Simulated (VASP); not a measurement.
Re, 1 atom in the cell. The structure is cubic, space group Fm-3m (No. 225). Conventional cell: a = 3.773 Å, b = 3.773 Å, c = 3.773 Å, α = 90.00°, β = 90.00°, γ = 90.00°. Within 3.5 Å of Re (site symmetry m-3m) lie 12 Re at 2.67 Å. This isn't the form of Re at room conditions, which is hcp.

- Program: VASP 6.6.1
- Task: single point
- Functional: r2SCAN
- Potentials or basis: VASP PAW PBE potentials, release 64 (Re)
- Cutoff: 520 eV
- k mesh: 18 × 18 × 18
- Occupations: gaussian, width 0.1 eV
- Spin: no spin polarisation
- Dipole correction: no
- Further INCAR settings: ALGO = Normal; EDIFF = 1e-06; NBANDS = 10

Potentials or basis: VASP PAW PBE potentials, release 64 (Re).

Run with:

```bash
$ cat potpaw_PBE.64/Re/POTCAR > POTCAR
$ cp INCAR.step1 INCAR
$ mpirun -np 1 vasp_std > vasp.out
$ cp INCAR.step2 INCAR
$ mpirun -np 1 vasp_std > vasp.out
```

Hardware: 1 thread of Intel Xeon 8259CL, on a shared host.

**Question.** How long does it take, and how much memory?

**Answer.** Wall time 2.2 min on 1 thread of Intel Xeon 8259CL (shared host), peak memory 0.15 GiB. Counts: k points 195.
